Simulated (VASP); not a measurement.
SnMo2:

```xyz
6
Lattice="5.6682 0.0000 0.0000 0.0000 5.6682 0.0000 0.0000 0.0000 3.6509" Properties=species:S:1:pos:R:3 pbc="T T T"
Sn    0.0000    0.0000    0.0000
Sn    2.8341    2.8341    1.8255
Mo    1.7345    1.7345    0.0000
Mo    1.0996    4.5686    1.8255
Mo    3.9338    3.9338    0.0000
Mo    4.5686    1.0996    1.8255
```

* Program: VASP 6.6.1
* Task: relaxation of cell and atoms
* Functional: PBE
* Potentials or basis: VASP PAW PBE potentials, release 64 (Sn_d, Mo_sv)
* Cutoff: 600 eV
* k mesh: 4 × 4 × 6
* Occupations: gaussian, width 0.1 eV
* Spin: no spin polarisation

At the start: pressure 35.3 GPa; volume 19.55 Å³/atom.

Task: How do energy, volume and symmetry change on relaxing?

Result: Over 38 steps the energy falls by 920.0 meV/atom and the volume is 23.56 Å³/atom (+20.5 %); space group P4_2/mnm (No. 136, to 0.1 Å) before and after.

The path:
```tsv
step	energy change (eV)	largest force (eV/Å)	pressure (GPa)	volume (Å³)
1	0.0000	2.3379	35.28	117.30
2	2.3959	0.7893	-16.13	206.21
3	-2.5051	0.6126	-2.21	146.12
4	-2.5366	0.5069	-0.34	143.55
5	-2.5401	0.4581	0.40	142.48
6	-2.5397	0.4325	0.82	141.94
7	-2.5581	0.0146	-0.13	143.44
8	-2.5585	0.0679	-0.01	143.24
9	-2.5662	0.1132	-0.14	143.41
10	-2.6073	0.2935	-0.56	143.89
11	-2.7916	0.8176	-1.58	144.73
12	-3.4252	1.5226	-4.04	145.98
13	-4.4955	2.0670	-6.55	146.87
14	-3.2272	5.2614	10.81	142.80
15	-4.5476	2.5485	-6.62	146.74
16	-5.0397	1.5826	-3.63	145.43
17	-5.0120	2.2022	-5.56	146.03
18	-5.0473	2.0550	-5.08	145.87
19	-5.0477	2.0508	-5.08	145.87
20	-5.0487	2.0359	-5.05	145.89
21	-5.0505	2.0071	-5.01	145.94
22	-5.0525	1.9461	-4.89	146.02
23	-5.0545	1.9432	-4.88	146.00
24	-5.0604	1.9329	-4.84	145.94
25	-5.0720	1.9120	-4.76	145.82
26	-5.0950	1.8694	-4.62	145.59
27	-5.1393	1.7837	-4.33	145.13
28	-5.2212	1.6072	-3.67	144.19
29	-5.3558	1.2307	-2.23	142.34
30	-5.4881	0.3754	1.34	138.62
31	-5.4897	0.2448	1.90	138.11
32	-5.4976	0.2186	1.63	138.56
33	-5.5138	0.1455	0.79	139.90
34	-5.5141	0.0263	-0.69	142.61
35	-5.5190	0.0797	0.01	141.29
36	-5.5190	0.0823	0.05	141.23
37	-5.5194	0.0581	0.05	141.27
38	-5.5201	0.0123	0.08	141.38
```

Final structure:
```
Sn Mo
1.0
     5.29585    0.00000    0.00000
     0.00000    5.29585    0.00000
     0.00000    0.00000    5.04110
Sn Mo
2 4
Direct
  0.00000 0.00000 0.00000
  0.50000 0.50000 0.50000
  0.35083 0.35083 0.00000
  0.14917 0.85083 0.50000
  0.64917 0.64917 0.00000
  0.85083 0.14917 0.50000
```

Caveat: the volume moved by over 15 % at a fixed basis, so the end points are rough.
